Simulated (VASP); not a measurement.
# Na3Cl (P4/mmm) in VASP: notebook, part 2 of 2

VASP 6.6.1. The steps go on from the part before.

## (4) Single point, PBEsol (28.25 Å³/atom)

This run uses another cell than the first one, of 28.25 Å³/atom.

Contents of INCAR:

```
ALGO = Normal
EDIFF = 1E-6
ENCUT = 520
GGA = PS
ISIF = 2
ISMEAR = -1
LASPH = True
LCHARG = True
LELF = True
LREAL = False
LVHAR = True
LWAVE = False
NBANDS = 22
NELM = 60
PREC = Accurate
SIGMA = 0.05
```

Contents of KPOINTS:

```
k-points
0
Gamma
  8 8 3
```

Contents of POSCAR:

```
Na3Cl
1.0
    3.4630168775      0.0000000000      0.0000000000
    0.0000000000      3.4630168775      0.0000000000
    0.0000000000      0.0000000000      9.4232924039
Cl Na
1 3
Direct
    0.0000000000      0.0000000000      0.0000000000
    0.5000000000      0.5000000000      0.1743329800
    0.5000000000      0.5000000000      0.8256670200
    0.0000000000      0.0000000000      0.5000000000
```

Potentials or basis: VASP PAW PBE potentials, release 64 (Cl, Na_pv).

The run is started by

```sh
> cat potpaw_PBE.64/Cl/POTCAR potpaw_PBE.64/Na_pv/POTCAR > POTCAR
> mpirun -np 1 vasp_std > vasp.out
```

OUTCAR:

```text
EDIFF = 1E-6
   ENCUT = 520
   GGA = PS
   ISIF = 2
   ISMEAR = -1
   LASPH = True
   LREAL = False
   NELM = 60
   PREC = Accurate

 ion  position               nearest neighbor table
   1  0.000  0.000  0.000-
   2  0.500  0.500  0.174-
   3  0.500  0.500  0.826-
   4  0.000  0.000  0.500-

  LATTYP: Found a simple tetragonal cell.
 ALAT       =     3.4630168775
 C/A-ratio  =     2.7211222865

  Lattice vectors:

 A1 = (   3.4630168775,   0.0000000000,   0.0000000000)
 A2 = (   0.0000000000,   3.4630168775,   0.0000000000)
 A3 = (   0.0000000000,   0.0000000000,   9.4232924039)

Analysis of symmetry for initial positions (statically):
=====================================================================
 Subroutine PRICEL returns:
 Original cell was already a primitive cell.

 Routine SETGRP: Setting up the symmetry group for a
 simple tetragonal supercell.

 Subroutine GETGRP returns: Found 16 space group operations
 (whereof 16 operations were pure point group operations)
 out of a pool of 16 trial point group operations.

The static configuration has the point symmetry D_4h.

Analysis of symmetry for dynamics (positions and initial velocities):
=====================================================================
 Subroutine PRICEL returns:
 Original cell was already a primitive cell.

 Routine SETGRP: Setting up the symmetry group for a
 simple tetragonal supercell.

 Subroutine GETGRP returns: Found 16 space group operations
 (whereof 16 operations were pure point group operations)
 out of a pool of 16 trial point group operations.

[... 114 lines left out ...]
   PSTRESS=    0.0 pullay stress
   NELECT =      28.0000    total number of electrons
   NUPDOWN=      -1.0000    fix difference up-down
   EMIN   =  10.00;   EMAX   =-10.00  energy-range for DOS
   EFERMI =   0.00;   METHOD = LEGACY
   ISMEAR =    -1;   SIGMA  =   0.05  broadening in eV -4-tet -1-fermi 0-gaus
   EFERMI_NEDOS =   21; number of points for ismear=-14 and -15
   IALGO  =     38    algorithm
   IMIX   =      4    mixing-type and parameters
     AMIX     =   0.40;   BMIX     =  1.00
     AMIX_MAG =   1.60;   BMIX_MAG =  1.00
  volume/ion in A,a.u.               =      28.25       190.66
  Fermi-wavevector in a.u.,A,eV,Ry     =   1.028230  1.943073 14.384850  1.057257
  Thomas-Fermi vector in A             =   2.162216
   LORBIT       =      0    0 simple, 1 ext, 2 COOP (PROOUT), +10 PAW based schemes
   GGA     = PS    functional components
   LHFCALC =     F    Hartree Fock is set to
   AEXX    =    0.0000 exact exchange contribution
   IVDW    =     0    specifies the selected vdW correction
   LEPSILON=     F    determine dielectric tensor
   LRPA    =     F    only Hartree local field effects (RPA)
 non-spin polarized calculation
  energy-cutoff  :      520.00
  volume of cell :      113.01
 maximum number of plane-waves:      3075
 NGX is ok and might be reduce to    28
   NGX = 13   NGY = 13   NGZ = 35

 number of electron      27.9999999 magnetization

 Free energy of the ion-electron system (eV)
  ---------------------------------------------------
  ext. energy  EPLUGINS =         0.00000000
  ---------------------------------------------------
  free energy    TOTEN  =        -9.31772538 eV

  energy without entropy =       -9.31234796  energy(sigma->0) =       -9.31503667

 E-fermi :   1.9308     XC(G=0):  -7.3832

 val. band max:        1.8348008297   @ k =   0.2500   0.0000   0.0000
 cond. band min:       1.9883998043   @ k =   0.2500   0.1250   0.0000
 fundamental gap:      0.1535989746
 Fermi energy:         1.9308432875

 k-point     1 :       0.0000    0.0000    0.0000
  band No.  band energies     occupation
      1     -23.4319      2.00000
      2     -23.4022      2.00000
      3     -23.4022      2.00000
      4     -23.3983      2.00000
      5     -23.3983      2.00000
      6     -23.3919      2.00000
[... 589 lines left out ...]
     21       7.9839      0.00000
     22       9.1868      0.00000

 [... further k-points ...]

------------------------ aborting loop because EDIFF is reached ----------------------------------------

  FORCE on cell =-STRESS in cart. coord.  units (eV):
  Direction    XX          YY          ZZ          XY          YZ          ZX
  --------------------------------------------------------------------------------------
  -------------------------------------------------------------------------------------
  Total        0.3093454      0.3093454      0.2468100      0.0000000      0.0000000      0.0000000
  in kB        4.3857344      4.3857344      3.4991413      0.0000000      0.0000000      0.0000000
  external PRESSURE =       4.0902034 kB  Pullay stress =       0.0000000 kB

 VOLUME and BASIS-vectors are now :
 -----------------------------------------------------------------------------
  energy-cutoff  :      520.00
  volume of cell :      113.01
      direct lattice vectors                 reciprocal lattice vectors
     3.463016877  0.000000000  0.000000000     0.288765558  0.000000000  0.000000000
     0.000000000  3.463016877  0.000000000     0.000000000  0.288765558  0.000000000
     0.000000000  0.000000000  9.423292404     0.000000000  0.000000000  0.106120022

 POSITION                                       TOTAL-FORCE (eV/Angst)
 -----------------------------------------------------------------------------------
      0.00000      0.00000      0.00000        -0.000000      0.000000      0.000000
      1.73151      1.73151      1.64279         0.000000     -0.000000      0.100812
      1.73151      1.73151      7.78050         0.000000     -0.000000     -0.100812
      0.00000      0.00000      4.71165        -0.000000      0.000000      0.000000
 -----------------------------------------------------------------------------------
    total drift:                                0.000000      0.000000      0.000000

  FREE ENERGIE OF THE ION-ELECTRON SYSTEM (eV)
  ---------------------------------------------------
  free  energy   TOTEN  =        -9.3177253815 eV

  energy  without entropy=       -9.3123479588  energy(sigma->0) =       -9.31503667
```

Wall time 87 s (1 thread of Intel Xeon 8259CL, shared host); peak memory 0.24 GiB.

Results:

```
Free energy            : -9.3177 eV
Pressure               : 0.4 GPa
Largest force          : 0.101 eV/Å
Band gap on the k mesh : zero (bands 14 and 15 overlap by 3.53 eV)
```

Forces in eV/Å, atoms in the order of the input:
```
Cl   0.000  0.000  0.000
Na   0.000  0.000  0.101
Na   0.000  0.000 -0.101
Na   0.000  0.000  0.000
```

Stress tensor (GPa, compression positive):
```
0.44 0.00 0.00
0.00 0.44 0.00
0.00 0.00 0.35
```

Caveat: the PAW data sets were made with another functional, which shifts forces and pressure a little.

## (5) Single point, PBEsol

This run uses another cell than the first one, of 28.83 Å³/atom.

Contents of INCAR:

```
ALGO     = Normal         # electronic algorithm
EDIFF    = 1E-6           # SCF threshold, eV
ENCUT    = 520            # plane-wave cutoff, eV
GGA      = PS             # functional
ISIF     = 2              # what is computed and relaxed
ISMEAR   = -1             # smearing method
LASPH    = True           # aspherical terms in the spheres
LCHARG   = False          # write CHGCAR
LREAL    = False          # projectors in reciprocal space
LWAVE    = False          # write WAVECAR
NBANDS   = 22             # bands
NELM     = 100            # most SCF steps
PREC     = Accurate       # precision mode
SIGMA    = 0.05           # smearing width, eV
```

KPOINTS is that of step 4.

Contents of POSCAR:

```
Na3Cl
1.0
    3.4864163500      0.0000000000      0.0000000000
    0.0000000000      3.4864163500      0.0000000000
    0.0000000000      0.0000000000      9.4869652300
Cl Na
1 3
Direct
    0.0000000000      0.0000000000      0.0000000000
    0.5000000000      0.5000000000      0.1743329800
    0.5000000000      0.5000000000      0.8256670200
    0.0000000000      0.0000000000      0.5000000000
```

Potentials or basis: VASP PAW PBE potentials, release 64 (Cl, Na_pv).

The run is started by

```sh
> cat potpaw_PBE.64/Cl/POTCAR potpaw_PBE.64/Na_pv/POTCAR > POTCAR
> mpirun -np 1 vasp_std > vasp.out
```

OUTCAR:

```text
EDIFF = 1E-6
   ENCUT = 520
   GGA = PS
   ISIF = 2
   ISMEAR = -1
   LASPH = True
   LREAL = False
   NELM = 100
   PREC = Accurate

 ion  position               nearest neighbor table
   1  0.000  0.000  0.000-
   2  0.500  0.500  0.174-
   3  0.500  0.500  0.826-
   4  0.000  0.000  0.500-

  LATTYP: Found a simple tetragonal cell.
 ALAT       =     3.4864163500
 C/A-ratio  =     2.7211222865

  Lattice vectors:

 A1 = (   3.4864163500,   0.0000000000,   0.0000000000)
 A2 = (   0.0000000000,   3.4864163500,   0.0000000000)
 A3 = (   0.0000000000,   0.0000000000,   9.4869652300)

Analysis of symmetry for initial positions (statically):
=====================================================================
 Subroutine PRICEL returns:
 Original cell was already a primitive cell.

 Routine SETGRP: Setting up the symmetry group for a
 simple tetragonal supercell.

 Subroutine GETGRP returns: Found 16 space group operations
 (whereof 16 operations were pure point group operations)
 out of a pool of 16 trial point group operations.

The static configuration has the point symmetry D_4h.

Analysis of symmetry for dynamics (positions and initial velocities):
=====================================================================
 Subroutine PRICEL returns:
 Original cell was already a primitive cell.

 Routine SETGRP: Setting up the symmetry group for a
 simple tetragonal supercell.

 Subroutine GETGRP returns: Found 16 space group operations
 (whereof 16 operations were pure point group operations)
 out of a pool of 16 trial point group operations.

[... 114 lines left out ...]
   PSTRESS=    0.0 pullay stress
   NELECT =      28.0000    total number of electrons
   NUPDOWN=      -1.0000    fix difference up-down
   EMIN   =  10.00;   EMAX   =-10.00  energy-range for DOS
   EFERMI =   0.00;   METHOD = LEGACY
   ISMEAR =    -1;   SIGMA  =   0.05  broadening in eV -4-tet -1-fermi 0-gaus
   EFERMI_NEDOS =   21; number of points for ismear=-14 and -15
   IALGO  =     38    algorithm
   IMIX   =      4    mixing-type and parameters
     AMIX     =   0.40;   BMIX     =  1.00
     AMIX_MAG =   1.60;   BMIX_MAG =  1.00
  volume/ion in A,a.u.               =      28.83       194.55
  Fermi-wavevector in a.u.,A,eV,Ry     =   1.021329  1.930032 14.192407  1.043112
  Thomas-Fermi vector in A             =   2.154947
   LORBIT       =      0    0 simple, 1 ext, 2 COOP (PROOUT), +10 PAW based schemes
   GGA     = PS    functional components
   LHFCALC =     F    Hartree Fock is set to
   AEXX    =    0.0000 exact exchange contribution
   IVDW    =     0    specifies the selected vdW correction
   LEPSILON=     F    determine dielectric tensor
   LRPA    =     F    only Hartree local field effects (RPA)
 non-spin polarized calculation
  energy-cutoff  :      520.00
  volume of cell :      115.32
 maximum number of plane-waves:      3147
 NGX is ok and might be reduce to    28
   NGX = 13   NGY = 13   NGZ = 35

 number of electron      27.9999988 magnetization

 Free energy of the ion-electron system (eV)
  ---------------------------------------------------
  ext. energy  EPLUGINS =         0.00000000
  ---------------------------------------------------
  free energy    TOTEN  =        -9.32171634 eV

  energy without entropy =       -9.31630218  energy(sigma->0) =       -9.31900926

 E-fermi :   1.8313     XC(G=0):  -7.3161

 val. band max:        1.7348558878   @ k =   0.2500   0.0000   0.0000
 cond. band min:       1.8867384936   @ k =   0.2500   0.1250   0.0000
 fundamental gap:      0.1518826058
 Fermi energy:         1.8312858932

 k-point     1 :       0.0000    0.0000    0.0000
  band No.  band energies     occupation
      1     -23.5288      2.00000
      2     -23.5019      2.00000
      3     -23.5019      2.00000
      4     -23.4982      2.00000
      5     -23.4982      2.00000
      6     -23.4918      2.00000
[... 589 lines left out ...]
     21       7.8328      0.00000
     22       9.0255      0.00000

 [... further k-points ...]

------------------------ aborting loop because EDIFF is reached ----------------------------------------

  FORCE on cell =-STRESS in cart. coord.  units (eV):
  Direction    XX          YY          ZZ          XY          YZ          ZX
  --------------------------------------------------------------------------------------
  -------------------------------------------------------------------------------------
  Total        0.0815278      0.0815278      0.0307985      0.0000000      0.0000000      0.0000000
  in kB        1.1327403      1.1327403      0.4279118      0.0000000      0.0000000      0.0000000
  external PRESSURE =       0.8977975 kB  Pullay stress =       0.0000000 kB

 VOLUME and BASIS-vectors are now :
 -----------------------------------------------------------------------------
  energy-cutoff  :      520.00
  volume of cell :      115.32
      direct lattice vectors                 reciprocal lattice vectors
     3.486416350  0.000000000  0.000000000     0.286827475  0.000000000  0.000000000
     0.000000000  3.486416350  0.000000000     0.000000000  0.286827475  0.000000000
     0.000000000  0.000000000  9.486965230     0.000000000  0.000000000  0.105407786

 POSITION                                       TOTAL-FORCE (eV/Angst)
 -----------------------------------------------------------------------------------
      0.00000      0.00000      0.00000        -0.000000     -0.000000     -0.000000
      1.74321      1.74321      1.65389         0.000000      0.000000      0.073584
      1.74321      1.74321      7.83307        -0.000000      0.000000     -0.073584
      0.00000      0.00000      4.74348        -0.000000     -0.000000     -0.000000
 -----------------------------------------------------------------------------------
    total drift:                                0.000000      0.000000      0.000000

  FREE ENERGIE OF THE ION-ELECTRON SYSTEM (eV)
  ---------------------------------------------------
  free  energy   TOTEN  =        -9.3217163423 eV

  energy  without entropy=       -9.3163021803  energy(sigma->0) =       -9.31900926
```

stdout:

```text
POSCAR found type information on POSCAR ClNa
 POSCAR found :  2 types and       4 ions
 scaLAPACK will be used
 -----------------------------------------------------------------------------
|                                                                             |
|                                                                             |
|     You enforced a specific xc type in the INCAR file but a different       |
|     I HOPE YOU KNOW WHAT YOU ARE DOING!                                     |
|                                                                             |
 -----------------------------------------------------------------------------

 LDA part: xc-table for (Slater+PW92), standard interpolation
 POSCAR, INCAR and KPOINTS ok, starting setup
 FFT: planning ... GRIDC
 FFT: planning ... GRID_SOFT
 FFT: planning ... GRID
 WAVECAR not read
 entering main loop
```

It took 89 s on 1 thread of Intel Xeon 8259CL, shared host; peak memory 0.25 GiB.

What came out:

```
Free energy            : -9.3217 eV
Pressure               : 0.1 GPa
Largest force          : 0.074 eV/Å
Band gap on the k mesh : zero (bands 14 and 15 overlap by 3.54 eV)
```

Forces on the atoms (eV/Å):
```
Cl   0.000  0.000  0.000
Na   0.000  0.000  0.074
Na   0.000  0.000 -0.074
Na   0.000  0.000  0.000
```

Levels at points of the mesh, in eV from the Fermi level:
```tsv
k point	band 10	band 11	band 12	band 13	band 14	band 15	band 16	band 17	band 18	band 19
(0.00, 0.00, 0.00)	-17.13	-5.99	-4.30	-4.30	-2.84	-0.66	0.65	3.29	5.10	5.60
(0.50, 0.00, 0.00)	-16.80	-6.64	-5.36	-4.05	0.25	0.29	1.17	2.03	3.72	4.54
(0.50, 0.50, 0.00)	-16.52	-6.06	-6.06	-4.97	2.13	2.99	2.99	3.25	3.25	3.47
```

Caveat: the PAW data sets were made with another functional, which shifts forces and pressure a little.

## (6) Summary

```tsv
cell	gap on the mesh (eV)	pressure (GPa)	largest force (eV/Å)
a = 3.415, b = 3.415, c = 9.293 Å, 4 atoms	none	1.1	0.16
a = 3.439, b = 3.439, c = 9.359 Å, 4 atoms	none	0.8	0.13
a = 3.463, b = 3.463, c = 9.423 Å, 4 atoms	none	0.4	0.10
a = 3.486, b = 3.486, c = 9.487 Å, 4 atoms	none	0.1	0.07
```

Alike in all rows: task single point; level PBEsol; potentials or basis VASP PAW PBE potentials, release 64 (Cl, Na_pv); no spin polarisation; k mesh 8 × 8 × 3; cutoff (eV) 520; smearing fermi-dirac 0.05 eV.

Caveats: the PAW data sets were made with another functional, which shifts forces and pressure a little.

Absolute energies hang on the potentials; compare differences alone.

The gap in the log of VASP goes by the Fermi energy; the results here count the filled bands.